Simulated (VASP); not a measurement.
# NbAl2C2 (P6/mmm) in VASP: a series of runs, part 2 of 2

VASP 6.6.1. Earlier steps stand in the parts before.

## 3. Single point, PBE

This run uses another cell than the first one, of 18.08 Å³/atom.

Input file INCAR:

```
SYSTEM = NbAl2C2
PREC = Accurate ; ENCUT = 520
EDIFF = 1E-6 ; ISMEAR = 0
SIGMA = 0.1 ; LREAL = .False.
LASPH = .True. ; NELM = 100
ALGO = Normal ; ISIF = 2
LWAVE = .False. ; LCHARG = .False.
GGA = PE ; NBANDS = 22
```

Input file KPOINTS:

```
regular mesh
0
Gamma
  6 6 4
  0 0 0
```

Input file POSCAR:

```
NbAl2C2
1.0
    4.3970004080      0.0000000000      0.0000000000
   -2.1985002040      3.8079140538      0.0000000000
    0.0000000000      0.0000000000      5.4003181576
Al Nb C
2 1 2
Direct
    0.3333333333      0.6666666667      0.0000000000
    0.6666666667      0.3333333333      0.0000000000
    0.0000000000      0.0000000000      0.5000000000
    0.0000000000      0.0000000000      0.8742439466
    0.0000000000      0.0000000000      0.1257560534
```

Potentials or basis: VASP PAW PBE potentials, release 64 (Al, Nb_sv, C).

Launch:

```sh
$ cat potpaw_PBE.64/Al/POTCAR potpaw_PBE.64/Nb_sv/POTCAR potpaw_PBE.64/C/POTCAR > POTCAR
$ mpirun -np 1 vasp_std > vasp.out
```

Wall time 2 min (1 thread of AMD EPYC 7R13, shared host); peak memory 0.2 GiB.

Results (log left out):

```yaml
Free_energy: -29.2214 eV
Pressure: -0.1 GPa
Largest_force: 0.090 eV/Å
Band_gap_on_the_k_mesh: zero (an odd number of electrons rules out a gap without spin polarisation)
```

Forces in eV/Å, atoms in the order of the input:
```
Al   0.000  0.000  0.000
Al   0.000  0.000  0.000
Nb   0.000  0.000  0.000
C    0.000  0.000 -0.090
C    0.000  0.000  0.090
```

Levels at points of the mesh, in eV from the Fermi level:
```tsv
k point	band 11	band 12	band 13	band 14	band 15	band 16
(0.00, 0.00, 0.00)	-1.09	-1.09	-0.87	-0.76	-0.76	1.07
(0.50, 0.00, 0.00)	-2.74	-1.38	0.07	0.59	0.89	1.68
(0.00, 0.00, 0.50)	-1.40	-0.03	-0.03	0.04	0.04	1.62
(0.50, 0.00, 0.50)	-1.64	-1.28	0.21	0.92	1.02	1.28
```

## 4. Relaxation of cell and atoms, PBE

Input file INCAR:

```
PREC     = Accurate       # precision mode
ENCUT    = 600            # plane-wave cutoff, eV
EDIFF    = 1E-6           # SCF threshold, eV
ISMEAR   = 0              # smearing method
SIGMA    = 0.1            # smearing width, eV
LREAL    = False          # projectors in reciprocal space
LASPH    = True           # aspherical terms in the spheres
NELM     = 100            # most SCF steps
ALGO     = Normal         # electronic algorithm
ISIF     = 3              # what is computed and relaxed
LWAVE    = False          # write WAVECAR
LCHARG   = False          # write CHGCAR
GGA      = PE             # functional
IBRION   = 2              # ionic algorithm
NSW      = 90             # ionic steps
EDIFFG   = -0.04          # ionic threshold
```

Input file KPOINTS:

```
regular mesh
0
Gamma
  6 6 4
```

Input file POSCAR:

```
NbAl2C2
1.0
    3.4901982800      0.0000000000      0.0000000000
   -1.7450991400      3.0226003700      0.0000000000
    0.0000000000      0.0000000000      6.8994612600
Al Nb C
2 1 2
Direct
    0.3333333300      0.6666666700      0.0000000000
    0.6666666700      0.3333333300      0.0000000000
    0.0000000000      0.0000000000      0.5000000000
    0.0000000000      0.0000000000      0.9019414100
    0.0000000000      0.0000000000      0.0980585900
```

Launch:

```sh
$ cat potpaw_PBE.64/Al/POTCAR potpaw_PBE.64/Nb_sv/POTCAR potpaw_PBE.64/C/POTCAR > POTCAR
$ mpirun -np 1 vasp_std > vasp.out
```

Wall time 19 min (1 thread of AMD EPYC 7R13, shared host); peak memory 0.2 GiB.

Results (log left out):

| Item | Value |
| --- | --- |
| Free energy | -29.1983 eV |
| Relaxed volume | 17.88 Å³/atom |
| Relaxed cell | a = 4.370 Å, b = 4.370 Å, c = 5.404 Å, α = 90.00°, β = 90.00°, γ = 120.00° |
| Space group after relaxing (to 0.1 Å) | P6/mmm (No. 191) |
| Energy gained by relaxing | 1648.2 meV/atom |
| Ionic steps | 18 |
| Pressure after relaxing | 0.0 GPa |
| Largest force after relaxing | 0.010 eV/Å |
| Band gap on the k mesh | zero (an odd number of electrons rules out a gap without spin polarisation) |

Forces in eV/Å, atoms in the order of the input:
```
Al   0.000  0.000  0.000
Al   0.000  0.000  0.000
Nb   0.000  0.000  0.000
C    0.000  0.000 -0.010
C    0.000  0.000  0.010
```

Stress tensor (GPa, compression positive):
```
 0.07  0.00  0.00
 0.00  0.07  0.00
 0.00  0.00 -0.07
```

The path:
```csv
step,energy change (eV),largest force (eV/Å),pressure (GPa),volume (Å³)
1,0.0000,9.6974,30.42,72.79
2,-4.1896,0.0339,-13.68,104.48
3,-4.3341,0.6623,-9.28,92.06
4,-4.3404,0.8810,-12.64,97.86
5,-5.6001,10.3514,9.82,86.12
6,-6.6378,4.4667,-4.73,90.37
7,-8.1434,1.0185,4.30,82.96
8,-8.1444,0.4218,5.05,82.66
9,-8.1332,2.7431,0.65,87.62
10,-8.1861,1.0640,2.67,84.92
11,-8.1896,1.0641,-2.69,89.95
12,-8.2192,0.1185,-0.19,87.44
13,-8.2368,0.2685,0.23,88.34
14,-8.2386,0.3439,0.45,88.74
15,-8.2358,0.6783,0.42,89.59
16,-8.2406,0.0462,0.41,89.07
17,-8.2409,0.0126,-0.21,89.56
18,-8.2411,0.0096,0.02,89.38
```

Final structure:
```yaml
crystal:
  lattice:
    - [4.37003, 0.00000, 0.00000]
    - [-2.18502, 3.78456, 0.00000]
    - [0.00000, 0.00000, 5.40408]
  atoms:
    - { symbol: Al, position: [0.33333, 0.66667, 0.00000] }
    - { symbol: Al, position: [0.66667, 0.33333, 0.00000] }
    - { symbol: Nb, position: [0.00000, 0.00000, 0.50000] }
    - { symbol: C, position: [0.00000, 0.00000, 0.87388] }
    - { symbol: C, position: [0.00000, 0.00000, 0.12612] }
```

Levels at points of the mesh, in eV from the Fermi level:
```
           k point  band 9  band 10  band 11  band 12  band 13  band 14  band 15  band 16  band 17
(0.00, 0.00, 0.00)   -4.75    -4.57    -1.12    -1.12    -0.91    -0.77    -0.77     1.06     1.06
(0.50, 0.00, 0.00)   -5.47    -3.48    -2.81    -1.42     0.05     0.63     0.92     1.73     2.49
(0.00, 0.00, 0.50)   -5.13    -2.75    -1.44    -0.06    -0.06     0.05     0.05     1.60     1.75
(0.50, 0.00, 0.50)   -3.72    -2.22    -1.67    -1.30     0.23     0.94     0.96     1.26     1.40
```

Caveat: the volume moved by over 15 % at a fixed basis, so the end points are rough.

## 5. Single point, PBE

This run uses another cell than the first one, of 18.12 Å³/atom.

Input file INCAR:

```
ALGO     = Normal         # electronic algorithm
EDIFF    = 1E-6           # SCF threshold, eV
ENCUT    = 520            # plane-wave cutoff, eV
GGA      = PE             # functional
ISIF     = 2              # what is computed and relaxed
ISMEAR   = 0              # smearing method
LASPH    = T              # aspherical terms in the spheres
LCHARG   = F              # write CHGCAR
LREAL    = F              # projectors in reciprocal space
LWAVE    = F              # write WAVECAR
NBANDS   = 22             # bands
NELM     = 80             # most SCF steps
PREC     = Accurate       # precision mode
SIGMA    = 0.1            # smearing width, eV
```

Input file KPOINTS:

```
k-points
0
Gamma
  12 12 8
```

Input file POSCAR:

```
NbAl2C2
1.0
    4.3941086985      0.0000000000      0.0000000000
   -2.1970543492      3.8054097599      0.0000000000
    0.0000000000      0.0000000000      5.4177038343
Al Nb C
2 1 2
Direct
    0.3333333333      0.6666666667      0.0000000000
    0.6666666667      0.3333333333      0.0000000000
    0.0000000000      0.0000000000      0.5000000000
    0.0000000000      0.0000000000      0.8743892188
    0.0000000000      0.0000000000      0.1256107812
```

Launch:

```sh
$ cat potpaw_PBE.64/Al/POTCAR potpaw_PBE.64/Nb_sv/POTCAR potpaw_PBE.64/C/POTCAR > POTCAR
$ mpirun -np 1 vasp_std > vasp.out
```

Run time: 7.1 min. Hardware: 1 thread of AMD EPYC 7R13, shared host; peak memory 0.31 GiB.

It converged, with:

| Property | Result |
| --- | --- |
| Free energy | -29.1883 eV |
| Pressure | -0.1 GPa |
| Largest force | 0.075 eV/Å |
| Band gap on the k mesh | zero (an odd number of electrons rules out a gap without spin polarisation) |

Forces on the atoms (eV/Å):
```
Al   0.000  0.000  0.000
Al   0.000  0.000  0.000
Nb   0.000  0.000  0.000
C    0.000  0.000 -0.075
C    0.000  0.000  0.075
```

Stress tensor (GPa, compression positive):
```
-0.10  0.00  0.00
 0.00 -0.10  0.00
 0.00  0.00  0.02
```

Levels at points of the mesh, in eV from the Fermi level:
| k point | band 9 | band 10 | band 11 | band 12 | band 13 | band 14 | band 15 | band 16 | band 17 | band 18 |
| --- | --- | --- | --- | --- | --- | --- | --- | --- | --- | --- |
| (0.00, 0.00, 0.00) | -4.84 | -4.67 | -1.22 | -1.22 | -0.97 | -0.83 | -0.83 | 0.98 | 0.98 | 1.23 |
| (0.50, 0.00, 0.00) | -5.54 | -3.54 | -2.86 | -1.51 | -0.03 | 0.48 | 0.80 | 1.57 | 2.39 | 2.73 |
| (0.00, 0.00, 0.50) | -5.21 | -2.81 | -1.61 | -0.11 | -0.11 | -0.05 | -0.05 | 1.45 | 1.45 | 1.64 |
| (0.50, 0.00, 0.50) | -3.82 | -2.25 | -1.82 | -1.36 | 0.09 | 0.82 | 0.87 | 1.13 | 1.26 | 1.49 |

## 6. Summary

```csv
task,cell,k mesh,cutoff (eV),gap on the mesh (eV),pressure (GPa),largest force (eV/Å)
single point,"a = 3.490, b = 3.490, c = 6.899 Å, angles 90.0, 90.0, 120.0°, 5 atoms, atomic positions A",6 × 6 × 4,520,none,30.5,9.70
single point,"a = 4.397, b = 4.397, c = 5.400 Å, angles 90.0, 90.0, 120.0°, 5 atoms, atomic positions B",6 × 6 × 4,520,none,-0.1,0.09
relaxation of cell and atoms,"relaxed from a = 3.490, b = 3.490, c = 6.899 Å, angles 90.0, 90.0, 120.0°, 5 atoms, atomic positions A",6 × 6 × 4,600,none,0.0,0.01
single point,"a = 4.394, b = 4.394, c = 5.418 Å, angles 90.0, 90.0, 120.0°, 5 atoms, atomic positions B",12 × 12 × 8,520,none,-0.1,0.07
```

Alike in all rows: level PBE; potentials or basis VASP PAW PBE potentials, release 64 (Al, Nb_sv, C); no spin polarisation; smearing gaussian 0.1 eV.

Caveats: the cell stands under pressure (at least some runs); forces of over 1 eV/Å act on the atoms, so gaps and moduli don't describe the material at rest (at least some runs); the volume moved by over 15 % at a fixed basis, so the end points are rough (at least some runs).

Total energies depend on the potentials used, so only differences within one code and one set of settings carry meaning.
